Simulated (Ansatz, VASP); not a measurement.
Two plane-wave programs on Mo

```
Mo
1.0
     2.21577   -3.73091    0.00000
     2.21577    3.73091    0.00000
     0.00000    0.00000    4.42963
Mo
4
Cartesian
  2.2158 2.5267 0.0009
  2.2158 -1.2042 2.2139
  2.2158 -2.5267 4.4287
  2.2158 1.2042 2.2157
```

Alike in both runs: functional r2SCAN; k mesh 6 × 6 × 4; occupations gaussian, width 0.1 eV; no spin polarisation.

Ansatz relaxed the structure, and its values are those at the end. VASP's run is a single point on that final structure, the one shown.

|  | VASP | Ansatz |
| --- | --- | --- |
| version | VASP 6.6.1 | Ansatz 0.2.0 |
| potentials or method | VASP PAW PBE potentials, release 64 (Mo_sv), cutoff 520 eV | scalar-relativistic, plane waves, PAW |
| valence electrons in the cell | 56 | 56 |

Ansatz gave:

* gap on the k mesh at the Fermi level (eV): none
* pressure (GPa): 0.2
* rms of the force components (eV/Å): 0.018

Which values does VASP return?

gap on the k mesh at the Fermi level (eV): none; pressure (GPa): 1.2; rms of the force components (eV/Å): 0.028.

VASP's potentials were made for PBE, not for r2SCAN. A gap of «none» marks a metal or a gap that the smearing closes.
